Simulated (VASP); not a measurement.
Here is a VASP 6.6.1 calculation.

POSCAR

```
Ti
1.0
    4.5680217062      0.0000000000      0.0000000000
   -2.2840108531      3.9560228426      0.0000000000
    0.0000000000      0.0000000000      2.8951770102
Ti
3
Direct
    0.0000000000      0.0000000000      0.0000000000
    0.3333333333      0.6666666667      0.5000000000
    0.6666666667      0.3333333333      0.5000000000
```

Contents of INCAR.step1:

```
SYSTEM = Ti
ALGO = Normal ; EDIFF = 1E-4
ENCUT = 520 ; GGA = PE
ISMEAR = 0 ; LASPH = .True.
LCHARG = .False. ; LREAL = .False.
LWAVE = .True. ; NBANDS = 25
NELM = 80 ; PREC = Accurate
SIGMA = 0.15
```

The input INCAR.step2:

```
SYSTEM = Ti
ALGO = Normal ; EDIFF = 1E-6
ENCUT = 520 ; ISIF = 2
ISMEAR = 0 ; ISTART = 1
LASPH = .True. ; LCHARG = .False.
LMIXTAU = .True. ; LREAL = .False.
LWAVE = .False. ; METAGGA = R2SCAN
NBANDS = 25 ; NELM = 80
PREC = Accurate ; SIGMA = 0.15
```

KPOINTS

```
k-points
0
Gamma
  12 12 16
  0 0 0
```

Potentials or basis: VASP PAW PBE potentials, release 64 (Ti_sv).

The run is started by

```bash
$ cat potpaw_PBE.64/Ti_sv/POTCAR > POTCAR
$ cp INCAR.step1 INCAR
$ mpirun -np 1 vasp_std > vasp.out
$ cp INCAR.step2 INCAR
$ mpirun -np 1 vasp_std > vasp.out
```

Predict the pressure.

-2.6 GPa.

Estimate the band gap on the k mesh.

zero (bands 18 and 19 overlap by 0.33 eV).

Stress tensor (GPa, compression positive):
```
-0.97  0.00  0.00
 0.00 -0.97  0.00
 0.00  0.00 -5.95
```

Caveat: the cell differs from its parent crystal (strain +0.000 along x and y, +0.025 along z); the PAW data sets were made with another functional, which shifts forces and pressure a little.
